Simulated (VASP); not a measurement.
**KI: single point with PBE**

The system is KI.

```
K I
1.0
     4.16246    0.00000    0.00000
     0.00000    4.16246    0.00000
     0.00000    0.00000    4.16246
K I
1 1
Direct
  0.00000 0.00000 0.00000
  0.50000 0.50000 0.50000
```

This cell differs from its parent crystal: strain -0.030 along x and y, -0.030 along z.

```json
{
 "Program": "VASP 6.6.1",
 "Task": "single point",
 "Functional": "PBE",
 "Potentials or basis": "VASP PAW PBE potentials, release 64 (K_sv, I)",
 "Cutoff": "520 eV",
 "k mesh": "6 × 6 × 6",
 "Occupations": "gaussian, width 0.05 eV",
 "Spin": "no spin polarisation",
 "Dipole correction": "no",
 "Further INCAR settings": "ALGO = Normal; EDIFF = 1e-06; NBANDS = 15"
}
```

* Pressure: 2.2 GPa
* Band gap on the k mesh: 3.58 eV (least direct gap 3.82 eV)

Levels at points of the mesh, in eV from the valence-band top:
```tsv
k point	band 4	band 5	band 6	band 7	band 8	band 9	band 10	band 11	band 12	band 13
(0.00, 0.00, 0.00)	-12.77	-11.42	-0.41	-0.41	-0.41	3.58	4.56	4.56	8.48	8.48
(0.50, 0.00, 0.00)	-12.75	-10.98	-2.64	-0.35	-0.35	5.73	6.08	6.97	7.51	8.87
(0.50, 0.50, 0.00)	-12.74	-10.98	-1.96	-1.96	0.00	3.82	5.71	6.75	6.75	9.53
(0.50, 0.50, 0.50)	-12.86	-10.75	-1.95	-1.95	-1.95	5.68	5.68	5.68	9.18	9.18
```

It took 6.5 s on 1 thread of AMD EPYC 9R45 (Zen 5), with other jobs on the host, peak memory 0.15 GiB.

Caveat: the cell differs from its parent crystal (strain -0.030 along x and y, -0.030 along z); spin-orbit coupling is left out, which moves the levels of the heavy elements. A k mesh can miss the band edges.
